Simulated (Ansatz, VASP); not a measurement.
**Two plane-wave programs on BN**

```
CELL_PARAMETERS angstrom
2.51187 0.00019 0.02700
-1.25579 2.17521 -0.03976
0.17635 -0.20484 16.66078
ATOMIC_POSITIONS crystal
B 0.98713 0.99196 0.24976
B 0.00289 0.00422 0.75008
B 0.33064 0.66408 0.99938
B 0.34599 0.67307 0.50079
N 0.32047 0.65863 0.24976
N 0.33623 0.67089 0.75008
N 0.66398 0.33075 0.99937
N 0.67933 0.33974 0.50079
```

Change from the starting cell: cell x2, atoms moved at random (sigma 0.05 Å) and cell strained at random (1.5 %), then relaxed without symmetry.

Alike in both runs: functional PBE; k mesh 6 × 6 × 1; occupations gaussian, width 0.1 eV; no spin polarisation.

Ansatz relaxed the structure, and its values are those at the end. VASP's run is a single point on that final structure, the one shown.

|  | VASP | Ansatz |
| --- | --- | --- |
| version | VASP 6.6.1 | Ansatz 0.2.0 |
| potentials or method | VASP PAW PBE potentials, release 64 (B, N), cutoff 520 eV | scalar-relativistic, plane waves, PAW |
| valence electrons in the cell | 32 | 32 |

Ansatz gave:

- gap on the k mesh at the Fermi level (eV): 4.38
- least direct gap on the mesh (eV): 4.61
- pressure (GPa): 0.0

Q: What did VASP give for the same quantities?

A: gap on the k mesh at the Fermi level (eV): 4.38; least direct gap on the mesh (eV): 4.61; pressure (GPa): 0.1.

With one functional, cell and mesh, what is left measures potentials, basis and numerics.

The k mesh is coarse, so the values compare programs but aren't converged.
